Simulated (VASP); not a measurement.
CoSi2:

```
Co Si
1.0
     0.00000    2.68250    2.68250
     2.68250    0.00000    2.68250
     2.68250    2.68250    0.00000
Co Si
1 2
Direct
  0.00000 0.00000 0.00000
  0.25000 0.25000 0.25000
  0.75000 0.75000 0.75000
```

Base run:

- Program: VASP 6.6.1
- Functional: r2SCAN
- Potentials or basis: VASP PAW PBE potentials, release 64 (Co, Si)
- Cutoff: 520 eV
- k mesh: 8 × 8 × 8
- Occupations: gaussian, width 0.05 eV
- Spin: collinear spin, ferromagnetic start
- Starting moments: [0.05, 0.0, 0.0] μB

Its results: pressure -5.3 GPa; net moment 0.00 μB per cell.

Task: The run is repeated on the same cell with these changes: functional from r2SCAN to revPBE; further incar settings from ALGO = Normal; EDIFF = 1e-06; NBANDS = 20 to ALGO = Normal; EDIFF = 1e-07; NBANDS = 20. What comes out?

Result: Pressure 1.2 GPa; net moment 0.00 μB per cell.

Caveats: the PAW data sets were made with another functional, which shifts forces and pressure a little.
